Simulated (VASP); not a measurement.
A run of VASP 6.6.1 is set up as follows.

The input INCAR:

```
  ALGO = Normal
  EDIFF = 1E-7
  ENCUT = 520
  GGA = PE
  ISIF = 2
  ISMEAR = -1
  LASPH = True
  LCHARG = False
  LREAL = False
  LWAVE = False
  NBANDS = 20
  NELM = 100
  PREC = Accurate
  SIGMA = 0.02
```

Contents of KPOINTS:

```
k-points
0
Gamma
  12 12 4
```

POSCAR

```
Te2Mo
1.0
    3.6785785062      0.0000000000      0.0000000000
   -1.8392892531      3.1857424362      0.0000000000
    0.0000000000      0.0000000000      7.7249440851
Te Mo
2 1
Direct
    0.3333333333      0.6666666667      0.7737875327
    0.3333333333      0.6666666667      0.2262124673
    0.0000000000      0.0000000000      0.0000000000
```

Potentials or basis: VASP PAW PBE potentials, release 64 (Te, Mo_sv).

Run with:

```sh
$ cat potpaw_PBE.64/Te/POTCAR potpaw_PBE.64/Mo_sv/POTCAR > POTCAR
$ mpirun -np 1 vasp_std > vasp.out
```

**Question.** Predict the pressure.

**Answer.** -1.5 GPa.

**Question.** Predict the largest force.

**Answer.** 0.189 eV/Å.

Forces on the atoms (eV/Å):
```
Te   0.000  0.000 -0.189
Te   0.000  0.000  0.189
Mo   0.000  0.000  0.000
```

Caveat: the cell differs from its parent crystal (epitaxial xy strain +4.0%); this functional lacks dispersion, which binds the layers, so the pressure and a relaxed spacing across them are unreliable.
